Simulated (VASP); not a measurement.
# Os (P6_3/mmc) in VASP: a series of runs

Os is run at these levels: PBEsol; tasks: single point.

All numbers are computed with VASP 6.6.1; they aren't measurements. Logs are shortened: lines on timing, memory, paths and dates and some standing lists are left out, and cuts for length are marked.

## (1) The cell of the first run

The structure is hexagonal, space group P6_3/mmc (No. 194). Conventional cell: a = 2.597 Å, b = 2.597 Å, c = 4.536 Å, α = 90.00°, β = 90.00°, γ = 120.00°. Os (site symmetry -6m2) has 12 Os at 2.60 to 2.72 Å within 3.4 Å.

## (2) Single point, PBEsol (strain -0.050 along x and y, +0.050 along z)

INCAR

```
PREC     = Accurate       # precision mode
ENCUT    = 520            # plane-wave cutoff, eV
EDIFF    = 1E-6           # SCF threshold, eV
ISMEAR   = 0              # smearing method
SIGMA    = 0.15           # smearing width, eV
LREAL    = False          # projectors in reciprocal space
LASPH    = True           # aspherical terms in the spheres
NELM     = 80             # most SCF steps
ALGO     = Fast           # electronic algorithm
ISIF     = 2              # what is computed and relaxed
LWAVE    = False          # write WAVECAR
LCHARG   = True           # write CHGCAR
GGA      = PS             # functional
LELF     = True           # ELF
LVHAR    = True         
NBANDS   = 15             # bands
```

KPOINTS

```
regular mesh
0
Gamma
  18 18 12
```

POSCAR

```
Os
1.0
    2.5973949767      0.0000000000      0.0000000000
   -1.2986974884      2.2494100335      0.0000000000
    0.0000000000      0.0000000000      4.5356850000
Os
2
Direct
    0.3333333333      0.6666666667      0.2500000000
    0.6666666667      0.3333333333      0.7500000000
```

Potentials or basis: VASP PAW PBE potentials, release 64 (Os).

Started as:

```console
$ cat potpaw_PBE.64/Os/POTCAR > POTCAR
$ mpirun -np 1 vasp_std > vasp.out
```

OUTCAR:

```text
PREC = Accurate
   ENCUT = 520
   EDIFF = 1E-6
   ISMEAR = 0
   LREAL = False
   LASPH = True
   NELM = 80
   ISIF = 2
   GGA = PS

 ion  position               nearest neighbor table
   1  0.333  0.667  0.250-   2 2.72   2 2.72   2 2.72   2 2.72   2 2.72   2 2.72
   2  0.667  0.333  0.750-   1 2.72   1 2.72   1 2.72   1 2.72   1 2.72   1 2.72

  LATTYP: Found a hexagonal cell.
 ALAT       =     2.5973949767
 C/A-ratio  =     1.7462438484

  Lattice vectors:

 A1 = (   2.5973949767,   0.0000000000,   0.0000000000)
 A2 = (  -1.2986974884,   2.2494100335,   0.0000000000)
 A3 = (   0.0000000000,   0.0000000000,   4.5356850000)

Analysis of symmetry for initial positions (statically):
=====================================================================
 Subroutine PRICEL returns:
 Original cell was already a primitive cell.

 Routine SETGRP: Setting up the symmetry group for a
 hexagonal supercell.

 Subroutine GETGRP returns: Found 24 space group operations
 (whereof 12 operations were pure point group operations)
 out of a pool of 24 trial point group operations.

The static configuration has the point symmetry D_3d.
 The point group associated with its full space group is D_6h.

Analysis of symmetry for dynamics (positions and initial velocities):
=====================================================================
 Subroutine PRICEL returns:
 Original cell was already a primitive cell.

 Routine SETGRP: Setting up the symmetry group for a
 hexagonal supercell.

 Subroutine GETGRP returns: Found 24 space group operations
 (whereof 12 operations were pure point group operations)
 out of a pool of 24 trial point group operations.

The dynamic configuration has the point symmetry D_3d.
 The point group associated with its full space group is D_6h.

 Subroutine INISYM returns: Found 24 space group operations
 (whereof 12 operations are pure point group operations),
 and found     1 'primitive' translations

----------------------------------------------------------------------------------------

                                     Primitive cell

  volume of cell :      26.5002

  direct lattice vectors                    reciprocal lattice vectors
     2.597394977  0.000000000  0.000000000     0.385001130  0.222280506  0.000000000
    -1.298697488  2.249410033  0.000000000     0.000000000  0.444561012  0.000000000
     0.000000000  0.000000000  4.535685000     0.000000000  0.000000000  0.220473864

  length of vectors
[... 94 lines left out ...]
   NUPDOWN=      -1.0000    fix difference up-down
   EMIN   =  10.00;   EMAX   =-10.00  energy-range for DOS
   EFERMI =   0.00;   METHOD = LEGACY
   ISMEAR =     0;   SIGMA  =   0.15  broadening in eV -4-tet -1-fermi 0-gaus
   EFERMI_NEDOS =   21; number of points for ismear=-14 and -15
   IALGO  =     68    algorithm
   IMIX   =      4    mixing-type and parameters
     AMIX     =   0.40;   BMIX     =  1.00
     AMIX_MAG =   1.60;   BMIX_MAG =  1.00
  volume/ion in A,a.u.               =      13.25        89.42
  Fermi-wavevector in a.u.,A,eV,Ry     =   1.383667  2.614752 26.048830  1.914535
  Thomas-Fermi vector in A             =   2.508244
   LORBIT       =      0    0 simple, 1 ext, 2 COOP (PROOUT), +10 PAW based schemes
   GGA     = PS    functional components
   LHFCALC =     F    Hartree Fock is set to
   AEXX    =    0.0000 exact exchange contribution
   IVDW    =     0    specifies the selected vdW correction
   LEPSILON=     F    determine dielectric tensor
   LRPA    =     F    only Hartree local field effects (RPA)
 non-spin polarized calculation
 RMM-DIIS sequential band-by-band and
 Gauss-broadening in eV      SIGMA  =   0.15
  energy-cutoff  :      520.00
  volume of cell :       26.50
 maximum number of plane-waves:       732
 NGX is ok and might be reduce to    20
   NGX =  9   NGY =  9   NGZ = 17

 number of electron      15.9999999 magnetization

 Free energy of the ion-electron system (eV)
  ---------------------------------------------------
  ext. energy  EPLUGINS =         0.00000000
  ---------------------------------------------------
  free energy    TOTEN  =       -24.00002750 eV

  energy without entropy =      -23.98599951  energy(sigma->0) =      -23.99301350

 E-fermi :  10.1857     XC(G=0): -14.4589

 val. band max:       10.1845941763   @ k =   0.3889   0.0556   0.4167
 cond. band min:      10.1874549287   @ k =   0.2222   0.0556   0.1667
 fundamental gap:      0.0028607524
 Fermi energy:        10.1856536568

 k-point     1 :       0.0000    0.0000    0.0000
  band No.  band energies     occupation
      1      -1.3387      2.00000
      2       1.6154      2.00000
      3       5.9045      2.00000
      4       6.9576      2.00000
      5       6.9576      2.00000
      6       7.5959      2.00000
      7       7.5959      2.00000
      8       9.0459      2.00000
      9       9.4832      2.00000
     10       9.4832      2.00000
     11      12.0970      0.00000
     12      12.0970      0.00000
     13      18.5147      0.00000
     14      24.7598      0.00000
[... 401 lines left out ...]
      2       3.0304      2.00000
      3       3.2062      2.00000
      4       6.5503      2.00000
      5       6.7844      2.00000
      6       7.0534      2.00000
      7       7.5967      2.00000
      8      11.7947      0.00000
      9      12.1449      0.00000
     10      12.7583      0.00000
     11      15.1413      0.00000
     12      18.4203      0.00000
     13      19.9155      0.00000
     14      21.8698      0.00000
     15      22.0016      0.00000

 [... further k-points ...]

------------------------ aborting loop because EDIFF is reached ----------------------------------------

  FORCE on cell =-STRESS in cart. coord.  units (eV):
  Direction    XX          YY          ZZ          XY          YZ          ZX
  --------------------------------------------------------------------------------------
  -------------------------------------------------------------------------------------
  Total        8.7159957      8.7159957     -3.4616389     -0.0000000      0.0000000      0.0000000
  in kB      526.9605200    526.9605200   -209.2872787     -0.0000000      0.0000000      0.0000000
  external PRESSURE =     281.5445871 kB  Pullay stress =       0.0000000 kB

 VOLUME and BASIS-vectors are now :
 -----------------------------------------------------------------------------
  energy-cutoff  :      520.00
  volume of cell :       26.50
      direct lattice vectors                 reciprocal lattice vectors
     2.597394977  0.000000000  0.000000000     0.385001130  0.222280506  0.000000000
    -1.298697488  2.249410033  0.000000000     0.000000000  0.444561012  0.000000000
     0.000000000  0.000000000  4.535685000     0.000000000  0.000000000  0.220473864

 POSITION                                       TOTAL-FORCE (eV/Angst)
 -----------------------------------------------------------------------------------
     -0.00000      1.49961      1.13392         0.000000      0.000000      0.000000
      1.29870      0.74980      3.40176        -0.000000     -0.000000      0.000000
 -----------------------------------------------------------------------------------
    total drift:                                0.000000     -0.000000     -0.000000

  FREE ENERGIE OF THE ION-ELECTRON SYSTEM (eV)
  ---------------------------------------------------
  free  energy   TOTEN  =       -24.0000274955 eV

  energy  without entropy=      -23.9859995078  energy(sigma->0) =      -23.99301350
```

It took 54 s on 1 thread of AMD EPYC 9R45 (Zen 5), shared host; peak memory 0.18 GiB.

Results:

| Quantity | Value |
| --- | --- |
| Free energy | -24.0000 eV |
| Pressure | 28.2 GPa |
| Band gap on the k mesh | zero (bands 8 and 9 overlap by 4.04 eV) |

Caveat: the cell differs from its parent crystal (strain -0.050 along x and y, +0.050 along z); the cell stands under pressure; the PAW data sets were made with another functional, which shifts forces and pressure a little; spin-orbit coupling is left out, which moves the levels of the heavy elements.

## (3) Single point, PBEsol (strain +0.000 along x and y, -0.050 along z)

INCAR

```
ALGO = Normal ; EDIFF = 1E-7
ENCUT = 520 ; GGA = PS
ISIF = 2 ; ISMEAR = 0
LASPH = T ; LCHARG = T
LELF = T ; LREAL = F
LVHAR = T ; LWAVE = F
NBANDS = 15 ; NELM = 80
PREC = Accurate ; SIGMA = 0.15
```

KPOINTS

```
k-points
0
Gamma
  18 18 12
```

POSCAR

```
Os
1.0
    2.7340999755      0.0000000000      0.0000000000
   -1.3670499878      2.3678000353      0.0000000000
    0.0000000000      0.0000000000      4.1037150000
Os
2
Direct
    0.3333333333      0.6666666667      0.2500000000
    0.6666666667      0.3333333333      0.7500000000
```

Potentials or basis: VASP PAW PBE potentials, release 64 (Os).

Started as:

```console
$ cat potpaw_PBE.64/Os/POTCAR > POTCAR
$ mpirun -np 1 vasp_std > vasp.out
```

OUTCAR:

```text
EDIFF = 1E-7
   ENCUT = 520
   GGA = PS
   ISIF = 2
   ISMEAR = 0
   LASPH = T
   LREAL = F
   NELM = 80
   PREC = Accurate

 ion  position               nearest neighbor table
   1  0.333  0.667  0.250-   2 2.59   2 2.59   2 2.59   2 2.59   2 2.59   2 2.59
   2  0.667  0.333  0.750-   1 2.59   1 2.59   1 2.59   1 2.59   1 2.59   1 2.59

  LATTYP: Found a hexagonal cell.
 ALAT       =     2.7340999755
 C/A-ratio  =     1.5009381649

  Lattice vectors:

 A1 = (   2.7340999755,   0.0000000000,   0.0000000000)
 A2 = (  -1.3670499878,   2.3678000353,   0.0000000000)
 A3 = (   0.0000000000,   0.0000000000,   4.1037150000)

Analysis of symmetry for initial positions (statically):
=====================================================================
 Subroutine PRICEL returns:
 Original cell was already a primitive cell.

 Routine SETGRP: Setting up the symmetry group for a
 hexagonal supercell.

 Subroutine GETGRP returns: Found 24 space group operations
 (whereof 12 operations were pure point group operations)
 out of a pool of 24 trial point group operations.

[... 175 lines left out ...]
      3       6.7008      2.00000
      4       6.7008      2.00000
      5       7.7139      2.00000
      6       7.7861      2.00000
      7       7.7861      2.00000
      8       7.9257      2.00000
      9       7.9257      2.00000
     10      10.7778      0.00000
     11      11.9231      0.00000
     12      11.9231      0.00000
     13      20.4190      0.00000
     14      23.8916      0.00000
[... 401 lines left out ...]
      2       2.9226      2.00000
      3       3.2622      2.00000
      4       5.9113      2.00000
      5       6.1723      2.00000
      6       7.6264      2.00000
      7       8.3895      2.00000
      8      11.8819      0.00000
      9      12.0733      0.00000
     10      13.2674      0.00000
     11      14.0134      0.00000
     12      17.0167      0.00000
     13      20.2573      0.00000
     14      20.6456      0.00000
     15      23.6611      0.00000

 [... further k-points ...]

------------------------ aborting loop because EDIFF is reached ----------------------------------------

  FORCE on cell =-STRESS in cart. coord.  units (eV):
  Direction    XX          YY          ZZ          XY          YZ          ZX
  --------------------------------------------------------------------------------------
  -------------------------------------------------------------------------------------
  Total        2.2101240      2.2101240      8.2293196     -0.0000000      0.0000000      0.0000000
  in kB      133.2878659    133.2878659    496.2927226     -0.0000000      0.0000000      0.0000000
  external PRESSURE =     254.2894848 kB  Pullay stress =       0.0000000 kB

 VOLUME and BASIS-vectors are now :
 -----------------------------------------------------------------------------
  energy-cutoff  :      520.00
  volume of cell :       26.57
      direct lattice vectors                 reciprocal lattice vectors
     2.734099975  0.000000000  0.000000000     0.365751073  0.211166481  0.000000000
    -1.367049988  2.367800035  0.000000000     0.000000000  0.422332961  0.000000000
     0.000000000  0.000000000  4.103715000     0.000000000  0.000000000  0.243681640

 POSITION                                       TOTAL-FORCE (eV/Angst)
 -----------------------------------------------------------------------------------
     -0.00000      1.57853      1.02593         0.000000     -0.000000      0.000000
      1.36705      0.78927      3.07779        -0.000000      0.000000      0.000000
 -----------------------------------------------------------------------------------
    total drift:                               -0.000000      0.000000     -0.000000

  FREE ENERGIE OF THE ION-ELECTRON SYSTEM (eV)
  ---------------------------------------------------
  free  energy   TOTEN  =       -24.2988001204 eV

  energy  without entropy=      -24.2863663327  energy(sigma->0) =      -24.29258323
```

OSZICAR:

```text
N       E                     dE             d eps       ncg     rms          rms(c)
DAV:   1     0.105562679330E+03    0.10556E+03   -0.75195E+03  7770   0.104E+03
DAV:   2    -0.210419236565E+02   -0.12660E+03   -0.11093E+03  7868   0.336E+02
DAV:   3    -0.257222705000E+02   -0.46803E+01   -0.45355E+01 10570   0.574E+01
DAV:   4    -0.257544771748E+02   -0.32207E-01   -0.32172E-01  8400   0.484E+00
DAV:   5    -0.257546378908E+02   -0.16072E-03   -0.16070E-03 10668   0.328E-01    0.273E+01
DAV:   6    -0.246613047212E+02    0.10933E+01   -0.81288E-01  9877   0.765E+00    0.130E+01
DAV:   7    -0.243078538910E+02    0.35345E+00   -0.63387E-01 10108   0.662E+00    0.677E-01
DAV:   8    -0.243016592984E+02    0.61946E-02   -0.76258E-03  8071   0.678E-01    0.446E-01
DAV:   9    -0.242988087799E+02    0.28505E-02   -0.22085E-03  9639   0.474E-01    0.441E-02
DAV:  10    -0.242988133466E+02   -0.45667E-05   -0.66639E-05  9786   0.681E-02    0.108E-02
DAV:  11    -0.242988013080E+02    0.12039E-04   -0.26712E-06  9310   0.173E-02    0.232E-03
DAV:  12    -0.242988002686E+02    0.10394E-05   -0.11285E-07  7633   0.377E-03    0.913E-04
DAV:  13    -0.242988001617E+02    0.10692E-06   -0.10896E-08  5453   0.903E-04    0.330E-04
DAV:  14    -0.242988001204E+02    0.41294E-07   -0.23832E-09  4662   0.636E-04
   1 F= -.24298800E+02 E0= -.24292583E+02  d E =-.124338E-01
```

Wall time 46 s (1 thread of AMD EPYC 9R45 (Zen 5), shared host); peak memory 0.18 GiB.

What came out:

| Quantity | Value |
| --- | --- |
| Free energy | -24.2988 eV |
| Pressure | 25.4 GPa |
| Band gap on the k mesh | zero (bands 8 and 9 overlap by 4.27 eV) |

Caveat: the cell differs from its parent crystal (strain +0.000 along x and y, -0.050 along z); the cell stands under pressure; the PAW data sets were made with another functional, which shifts forces and pressure a little; spin-orbit coupling is left out, which moves the levels of the heavy elements.

## (4) Single point, PBEsol (strain -0.025 along x and y, +0.000 along z)

INCAR

```
SYSTEM = Os
PREC     = Accurate       ! precision mode
ENCUT    = 520            ! plane-wave cutoff, eV
EDIFF    = 1E-6           ! SCF threshold, eV
ISMEAR   = 0              ! smearing method
SIGMA    = 0.15           ! smearing width, eV
LREAL    = .FALSE.        ! projectors in reciprocal space
LASPH    = .TRUE.         ! aspherical terms in the spheres
NELM     = 100            ! most SCF steps
ALGO     = Normal         ! electronic algorithm
ISIF     = 2              ! what is computed and relaxed
LWAVE    = .FALSE.        ! write WAVECAR
LCHARG   = .TRUE.         ! write CHGCAR
GGA      = PS             ! functional
LELF     = .TRUE.         ! ELF
LVHAR    = .TRUE.       
NBANDS   = 15             ! bands
```

KPOINTS

```
Automatic mesh
0
G
  18 18 12
  0 0 0
```

POSCAR

```
Os
1.0
    2.6657474761      0.0000000000      0.0000000000
   -1.3328737381      2.3086050344      0.0000000000
    0.0000000000      0.0000000000      4.3197000000
Os
2
Direct
    0.3333333333      0.6666666667      0.2500000000
    0.6666666667      0.3333333333      0.7500000000
```

Started as:

```console
$ cat potpaw_PBE.64/Os/POTCAR > POTCAR
$ mpirun -np 1 vasp_std > vasp.out
```

Wall time 40 s (1 thread of AMD EPYC 9R45 (Zen 5), shared host); peak memory 0.18 GiB.

It converged, with:

* Free energy: -24.3875 eV
* Pressure: 22.2 GPa
* Band gap on the k mesh: zero (bands 8 and 9 overlap by 4.32 eV)

Stress tensor (GPa, compression positive):
```
27.91  0.00  0.00
 0.00 27.91  0.00
 0.00  0.00 10.79
```

Levels at points of the mesh, in eV from the Fermi level:
```
           k point  band 5  band 6  band 7  band 8  band 9  band 10  band 11  band 12
(0.00, 0.00, 0.00)   -3.28   -2.44   -2.44   -1.43   -1.43    -0.30     1.84     1.84
(0.50, 0.00, 0.00)   -2.97   -2.96   -2.21    2.46    2.83     3.00     4.85     6.20
(0.00, 0.00, 0.50)   -3.41   -3.41   -3.41   -3.41    0.97     0.97     0.97     0.97
(0.50, 0.00, 0.50)   -1.19   -1.19   -0.16   -0.16    2.78     2.78     3.55     3.55
```

Caveat: the cell differs from its parent crystal (strain -0.025 along x and y, +0.000 along z); the cell stands under pressure; the PAW data sets were made with another functional, which shifts forces and pressure a little; spin-orbit coupling is left out, which moves the levels of the heavy elements.

[end of part 1 of 2]
